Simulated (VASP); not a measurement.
# W: single point with PBEsol

Crystal: W.

```
W
1.0
    -1.57723    1.57723    1.57723
     1.57723   -1.57723    1.57723
     1.57723    1.57723   -1.57723
W
1
Direct
  0.00000 0.00000 0.00000
```

```json
{"Program": "VASP 6.6.1", "Task": "single point", "Functional": "PBEsol", "Potentials or basis": "VASP PAW PBE potentials, release 64 (W_sv)", "Cutoff": "520 eV", "k mesh": "24 × 24 × 24", "Occupations": "methfessel-paxton, width 0.1 eV", "Spin": "no spin polarisation", "Dipole correction": "no", "Further INCAR settings": "ALGO = Normal; EDIFF = 1e-06; NBANDS = 13"}
```

```
Pressure               : 0.6 GPa
Band gap on the k mesh : zero (bands 7 and 8 overlap by 6.50 eV)
```

Levels at points of the mesh, in eV from the Fermi level:
```tsv
k point	band 3	band 4	band 5	band 6	band 7	band 8	band 9	band 10	band 11	band 12
(0.00, 0.00, 0.00)	-37.72	-37.72	-9.75	-1.30	-1.30	-1.30	2.21	2.21	14.52	14.52
(0.50, 0.00, 0.00)	-38.16	-37.73	-6.40	-3.67	0.69	2.12	3.11	6.21	11.19	11.48
(0.50, 0.50, 0.50)	-38.66	-38.66	-5.98	-5.98	5.21	5.21	5.21	8.29	8.29	8.29
```

Wall time 31 s on 1 thread of Intel(R) Xeon(R) Platinum 8559C (Emerald Rapids), with other jobs on the host, peak memory 0.18 GiB.

Caveat: the PAW data sets were made with another functional, which shifts forces and pressure a little; spin-orbit coupling is left out, which moves the levels of the heavy elements.
